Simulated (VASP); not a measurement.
Pt, 2 atoms in the cell. The structure is monoclinic, space group P2_1/m (No. 11). The conventional cell has a = 2.759 Å, b = 4.781 Å, c = 2.759 Å, α = 90.00°, β = 120.00°, γ = 90.00°. Pt (site symmetry m) has 12 Pt at 2.71 to 3.08 Å within 3.6 Å.  This cell differs from its parent crystal: mode 1 frozen in at -0.193 Å and mode 2 at +0.000 Å (largest displacements).

* Program: VASP 6.6.1
* Task: single point
* Functional: PBE
* Potentials or basis: VASP PAW PBE potentials, release 64 (Pt)
* Cutoff: 520 eV
* k mesh: 18 × 18 × 10
* Occupations: gaussian, width 0.15 eV
* Spin: no spin polarisation
* Dipole correction: no
* Further INCAR settings: ALGO = Normal; EDIFF = 1e-06; NBANDS = 17

Potentials or basis: VASP PAW PBE potentials, release 64 (Pt).

Launch:

```bash
$ cat potpaw_PBE.64/Pt/POTCAR > POTCAR
$ mpirun -np 1 vasp_std > vasp.out
```

Hardware: 1 thread of Intel(R) Xeon(R) Platinum 8259CL CPU @ 2.50GHz (Skylake/Cascade Lake) (shared host).

Problem. How long does it take, and how much memory?

Solution. Wall time 4.6 min on 1 thread of Intel(R) Xeon(R) Platinum 8259CL CPU @ 2.50GHz (Skylake/Cascade Lake), with other jobs on the host, peak memory 0.52 GiB. Counts: scf iterations 11, k points 984.
